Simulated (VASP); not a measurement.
# Al (P6_3/mmc) in VASP: density of states with PBE

Aim: the density of states of Al with PBE.

Everything below comes from runs of VASP 6.6.1. Logs are shortened: lines on timing, memory, paths and dates and some standing lists are left out, and cuts for length are marked.

## (1) The cell of the first run

Symmetry: P6_3/mmc, No. 194, hexagonal system. Conventional cell: a = 2.119 Å, b = 2.119 Å, c = 3.425 Å, α = 90.00°, β = 90.00°, γ = 120.00°. Within 2.8 Å of Al (site symmetry -6m2) lie 12 Al at 2.10 to 2.12 Å.

## (2) Density of states, PBE (volume scaled by 0.4)

POSCAR reads:

```
Al
1.0
    2.1192694459      0.0000000000      0.0000000000
   -1.0596347230      1.8353411776      0.0000000000
    0.0000000000      0.0000000000      3.4251647940
Al
2
Direct
    0.3333333333      0.6666666667      0.2500000000
    0.6666666667      0.3333333333      0.7500000000
```

INCAR.step1 reads:

```
PREC = Accurate ; ENCUT = 520
EDIFF = 1E-6 ; ISMEAR = -1
SIGMA = 0.08 ; LREAL = False
LASPH = True ; NELM = 100
ALGO = Normal ; ISIF = 2
LWAVE = False ; LCHARG = True
GGA = PE ; NBANDS = 10
```

KPOINTS.step1 reads:

```
Automatic mesh
0
Gamma
  15 15 8
```

INCAR.step2 reads:

```
PREC = Accurate ; ENCUT = 520
EDIFF = 1E-6 ; ISMEAR = -5
SIGMA = 0.08 ; LREAL = False
LASPH = True ; NELM = 100
ALGO = Normal ; ISIF = 2
LWAVE = False ; LCHARG = False
GGA = PE ; LORBIT = 10
NEDOS = 2001 ; ICHARG = 11
```

KPOINTS.step2 reads:

```
Automatic mesh
0
Gamma
  23 23 12
```

Potentials or basis: VASP PAW PBE potentials, release 64 (Al).

Started as:

```sh
$ cat potpaw_PBE.64/Al/POTCAR > POTCAR
$ cp INCAR.step1 INCAR
$ cp KPOINTS.step1 KPOINTS
$ mpirun -np 1 vasp_std > vasp.out
$ cp INCAR.step2 INCAR
$ cp KPOINTS.step2 KPOINTS
$ mpirun -np 1 vasp_std > vasp.out
```

OUTCAR:

```text
PREC = Accurate
   ENCUT = 520
   EDIFF = 1E-6
   ISMEAR = -5
   LREAL = False
   LASPH = True
   NELM = 100
   ISIF = 2
   GGA = PE
   LORBIT = 10
   ICHARG = 11

 ion  position               nearest neighbor table
   1  0.333  0.667  0.250-   2 2.10   2 2.10   2 2.10   2 2.10   2 2.10   2 2.10   2 2.99   2 2.99
                             2 2.99   2 2.99   2 2.99   2 2.99
   2  0.667  0.333  0.750-   1 2.10   1 2.10   1 2.10   1 2.10   1 2.10   1 2.10   1 2.99   1 2.99
                             1 2.99   1 2.99   1 2.99   1 2.99

  LATTYP: Found a hexagonal cell.
 ALAT       =     2.1192694459
 C/A-ratio  =     1.6162007151

  Lattice vectors:

 A1 = (   2.1192694459,   0.0000000000,   0.0000000000)
 A2 = (  -1.0596347230,   1.8353411776,   0.0000000000)
 A3 = (   0.0000000000,   0.0000000000,   3.4251647940)

Analysis of symmetry for initial positions (statically):
=====================================================================
 Subroutine PRICEL returns:
 Original cell was already a primitive cell.

 Routine SETGRP: Setting up the symmetry group for a
 hexagonal supercell.

 Subroutine GETGRP returns: Found 24 space group operations
 (whereof 12 operations were pure point group operations)
 out of a pool of 24 trial point group operations.

The static configuration has the point symmetry D_3d.
 The point group associated with its full space group is D_6h.

Analysis of symmetry for dynamics (positions and initial velocities):
=====================================================================
 Subroutine PRICEL returns:
 Original cell was already a primitive cell.

 Routine SETGRP: Setting up the symmetry group for a
 hexagonal supercell.

 Subroutine GETGRP returns: Found 24 space group operations
 (whereof 12 operations were pure point group operations)
 out of a pool of 24 trial point group operations.

The dynamic configuration has the point symmetry D_3d.
 The point group associated with its full space group is D_6h.

 Subroutine INISYM returns: Found 24 space group operations
 (whereof 12 operations are pure point group operations),
 and found     1 'primitive' translations

----------------------------------------------------------------------------------------

                                     Primitive cell

  volume of cell :      13.3225

  direct lattice vectors                    reciprocal lattice vectors
     2.119269446  0.000000000  0.000000000     0.471860717  0.272428912  0.000000000
    -1.059634723  1.835341178  0.000000000     0.000000000  0.544857824  0.000000000
     0.000000000  0.000000000  3.425164794     0.000000000  0.000000000  0.291956755

  length of vectors
     2.119269446  2.119269446  3.425164794     0.544857824  0.544857824  0.291956755

  position of ions in fractional coordinates (direct lattice)
     0.333333333  0.666666667  0.250000000
     0.666666667  0.333333333  0.750000000

  ion indices of the primitive-cell ions
   primitive index   ion index
                 1           1
                 2           2

----------------------------------------------------------------------------------------

 KPOINTS: Automatic mesh

Automatic generation of k-mesh.
 Grid dimensions read from file:
 generate k-points for:   23   23   12

 Generating k-lattice:

  Cartesian coordinates                     Fractional coordinates (reciprocal lattice)
     0.020515683  0.011844735  0.000000000     0.043478261  0.000000000  0.000000000
     0.000000000  0.023689471  0.000000000     0.000000000  0.043478261  0.000000000
     0.000000000  0.000000000  0.024329730     0.000000000  0.000000000  0.083333333

  Length of vectors
     0.023689471  0.023689471  0.024329730

  Shift w.r.t. Gamma in fractional coordinates (k-lattice)
     0.000000000  0.000000000  0.000000000

 TETIRR: Found   6486 inequivalent tetrahedra from    38088

 Subroutine IBZKPT returns following result:
 ===========================================

 Found    392 irreducible k-points:

 Following reciprocal coordinates:
            Coordinates               Weight
  0.000000  0.000000  0.000000      1.000000
  0.043478  0.000000  0.000000      6.000000
  0.086957  0.000000  0.000000      6.000000
  0.130435  0.000000  0.000000      6.000000
  0.173913 -0.000000  0.000000      6.000000
  0.217391  0.000000  0.000000      6.000000
[... 16 lines left out ...]
  0.478261  0.043478  0.000000      6.000000
  0.086957  0.086957  0.000000      6.000000
 [... further k-points ...]
   k-points           NKPTS =    392   k-points in BZ     NKDIM =    392   number of bands    NBANDS=      7
   number of dos      NEDOS =   2001   number of ions     NIONS =      2
   total plane-waves  NPLWV =   7168
   dimension x,y,z NGX =    16 NGY =   16 NGZ =   28
   dimension x,y,z NGXF=    32 NGYF=   32 NGZF=   56
   ions per type =               2
   NGX,Y,Z   is equivalent  to a cutoff of  12.55, 12.55, 13.59 a.u.
   NGXF,Y,Z  is equivalent  to a cutoff of  25.10, 25.10, 27.18 a.u.
 SYSTEM =  unknown system
   PREC   = accura    normal or accurate (medium, high low for compatibility)
   ISTART =      0    job   : 0-new  1-cont  2-samecut
   ICHARG =     11    charge: 1-file 2-atom 10-const
   ISPIN  =      1    spin polarized calculation?
   LNONCOLLINEAR =      F non collinear calculations
   LSORBIT =      F    spin-orbit coupling
   LASPH  =      T    aspherical Exc in radial PAW
   ENCUT  =  520.0 eV  38.22 Ry    6.18 a.u.   3.94  3.94  6.37*2*pi/ulx,y,z
   NELM   =    100;   NELMIN=  2; NELMDL=  0     # of ELM steps
   EDIFF  = 0.1E-05   stopping-criterion for ELM
   LREAL  =      F    real-space projection
   EDIFFG = 0.1E-04   stopping-criterion for IOM
   NSW    =      0    number of steps for IOM
   IBRION =     -1    ionic relax: 0-MD 1-quasi-New 2-CG
   NFREE  =      0    steps in history (QN), initial steepest desc. (CG)
   ISIF   =      2    stress and relaxation
   ISYM   =      2    0-nonsym 1-usesym 2-fastsym
   POTIM  = 0.5000    time-step for ionic-motion
   TEBEG  =    0.0;   TEEND  =   0.0 temperature during run
   PSTRESS=    0.0 pullay stress
   NELECT =       6.0000    total number of electrons
   NUPDOWN=      -1.0000    fix difference up-down
   EMIN   =  10.00;   EMAX   =-10.00  energy-range for DOS
   EFERMI =   0.00;   METHOD = LEGACY
   ISMEAR =    -5;   SIGMA  =   0.08  broadening in eV -4-tet -1-fermi 0-gaus
   EFERMI_NEDOS =   21; number of points for ismear=-14 and -15
   IALGO  =     38    algorithm
   IMIX   =      4    mixing-type and parameters
     AMIX     =   0.40;   BMIX     =  1.00
     AMIX_MAG =   1.60;   BMIX_MAG =  1.00
  volume/ion in A,a.u.               =       6.66        44.95
  Fermi-wavevector in a.u.,A,eV,Ry     =   1.254865  2.371351 21.424915  1.574687
  Thomas-Fermi vector in A             =   2.388650
   LORBIT       =     10    0 simple, 1 ext, 2 COOP (PROOUT), +10 PAW based schemes
   GGA     = PE    functional components
   LHFCALC =     F    Hartree Fock is set to
   AEXX    =    0.0000 exact exchange contribution
   IVDW    =     0    specifies the selected vdW correction
   LEPSILON=     F    determine dielectric tensor
   LRPA    =     F    only Hartree local field effects (RPA)
 non-spin polarized calculation
 Fermi weights with tetrahedron method with Bloechl corrections
  energy-cutoff  :      520.00
  volume of cell :       13.32
 maximum number of plane-waves:       373
 NGX is ok and might be reduce to    16

 number of electron       6.0000000 magnetization

 Free energy of the ion-electron system (eV)
  ---------------------------------------------------
  ext. energy  EPLUGINS =         0.00000000
  ---------------------------------------------------
  free energy    TOTEN  =         5.52052618 eV

  energy without entropy =        5.52052618  energy(sigma->0) =        5.52052618

 E-fermi :  21.1745     XC(G=0): -14.0526

 val. band max:       21.3401759605   @ k =   0.3043   0.1304   0.5000
 cond. band min:      21.0912731991   @ k =   0.4783  -0.0000   0.1667
 fundamental gap:     -0.2489027614
 Fermi energy:        21.1745288381

 k-point     1 :       0.0000    0.0000    0.0000
  band No.  band energies     occupation
      1       2.9718      2.00000
      2      13.3548      2.00000
      3      15.7326      2.00000
      4      38.0731      0.00000
      5      38.0731      0.00000
      6      39.5569      0.00000
      7      40.7652      0.00000

 k-point     2 :       0.0435    0.0000    0.0000
  band No.  band energies     occupation
      1       3.0545      2.00000
      2      13.4158      2.00000
      3      15.8051      2.00000
      4      36.4965      0.00000
      5      37.7988      0.00000
      6      39.8544      0.00000
      7      40.8603      0.00000

 k-point     3 :       0.0870    0.0000    0.0000
  band No.  band energies     occupation
      1       3.3019      2.00000
      2      13.5992      2.00000
      3      16.0194      2.00000
      4      34.1157      0.00000
      5      37.2159      0.00000
      6      38.4027      0.00000
      7      41.6463      0.00000
[... 191 lines left out ...]
 k-point    23 :       0.4783    0.0435    0.0000
  band No.  band energies     occupation
      1      12.4645      2.00000
      2      13.5664      2.00000
      3      21.1213      2.00000
      4      22.8697      0.00000
      5      23.5260      0.00000
      6      25.7575      0.00000
      7      33.7008      0.00000

 k-point    24 :       0.0870    0.0870    0.0000
  band No.  band energies     occupation
      1       3.9559      2.00000
      2      14.0908      2.00000
      3      16.5688      2.00000
      4      30.8671      0.00000
      5      33.8301      0.00000
      6      39.3439      0.00000
      7      40.0365      0.00000

 [... further k-points ...]

------------------------ aborting loop because EDIFF is reached ----------------------------------------

  FORCE on cell =-STRESS in cart. coord.  units (eV):
  Direction    XX          YY          ZZ          XY          YZ          ZX
  --------------------------------------------------------------------------------------
  -------------------------------------------------------------------------------------
  Total       37.3151290     37.3151290     37.4019339     -0.0000000      0.0000000      0.0000000
  in kB     4487.5683206   4487.5683206   4498.0075904     -0.0000001      0.0000000      0.0000000
  external PRESSURE =    4491.0480772 kB  Pullay stress =       0.0000000 kB

 VOLUME and BASIS-vectors are now :
 -----------------------------------------------------------------------------
  energy-cutoff  :      520.00
  volume of cell :       13.32
      direct lattice vectors                 reciprocal lattice vectors
     2.119269446  0.000000000  0.000000000     0.471860717  0.272428912  0.000000000
    -1.059634723  1.835341178  0.000000000     0.000000000  0.544857824  0.000000000
     0.000000000  0.000000000  3.425164794     0.000000000  0.000000000  0.291956755

 POSITION                                       TOTAL-FORCE (eV/Angst)
 -----------------------------------------------------------------------------------
     -0.00000      1.22356      0.85629         0.000000      0.000000      0.000000
      1.05963      0.61178      2.56887        -0.000000     -0.000000     -0.000000
 -----------------------------------------------------------------------------------
    total drift:                                0.000000     -0.000000     -0.000000

  FREE ENERGIE OF THE ION-ELECTRON SYSTEM (eV)
  ---------------------------------------------------
  free  energy   TOTEN  =         5.5205261810 eV

  energy  without entropy=        5.5205261810  energy(sigma->0) =        5.52052618

 total charge

# of ion       s       p       d       tot
------------------------------------------
    1        0.591   0.923   0.000   1.514
    2        0.591   0.923   0.000   1.514
--------------------------------------------------
tot          1.182   1.846   0.000   3.028
```

Run time: 11 s. Hardware: 1 thread of Intel Xeon 6975P-C (Granite Rapids), shared host; peak memory 0.14 GiB.

Results:

| Item | Value |
| --- | --- |
| Valence electrons inside the program's atomic spheres | Al 1.51 |

Caveat: tetrahedron occupations give inexact forces and stress in metals.
